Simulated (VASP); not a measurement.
A run of VASP 6.6.1 is set up as follows.

The input INCAR:

```
SYSTEM = WO
PREC = Accurate
ENCUT = 520
EDIFF = 1E-6
ISMEAR = 0
SIGMA = 0.05
LREAL = .False.
LASPH = .True.
NELM = 150
ALGO = Normal
ISIF = 2
LWAVE = .False.
LCHARG = .False.
ISPIN = 2
MAGMOM = 2.5 0
LORBIT = 11
LMAXMIX = 4
LDAU = .True.
LDAUTYPE = 2
LDAUL = 2 -1
LDAUU = 4 0
LDAUJ = 0 0
LDAUPRINT = 1
GGA = PS
NBANDS = 21
```

Contents of KPOINTS:

```
Automatic mesh
0
Gamma
  16 16 16
  0 0 0
```

Contents of POSCAR:

```
WO
1.0
    2.7878950436      0.0000000000      0.0000000000
    0.0000000000      2.7878950436      0.0000000000
    0.0000000000      0.0000000000      2.7878950436
W O
1 1
Direct
    0.0000000000      0.0000000000      0.0000000000
    0.5000000000      0.5000000000      0.5000000000
```

Potentials or basis: VASP PAW PBE potentials, release 64 (W_sv, O).

Command:

```bash
$ cat potpaw_PBE.64/W_sv/POTCAR potpaw_PBE.64/O/POTCAR > POTCAR
$ mpirun -np 1 vasp_std > vasp.out
```

Q: What does it give for the net moment?

A: 1.38 μB per cell.

Q: Estimate the site moments.

A: W +1.15; O +0.01 μB.

Q: Estimate the pressure.

A: 9.8 GPa.

Eigenvalues of the final occupation matrices:
```
    site  spin  trace               eigenvalues
site 1 d     1   2.25  0.39 0.39 0.39 0.55 0.55
site 1 d     2   1.19  0.09 0.09 0.09 0.45 0.45
```

Caveat: the cell stands under pressure; the PAW data sets were made with another functional, which shifts forces and pressure a little; spin-orbit coupling is left out, which moves the levels of the heavy elements.
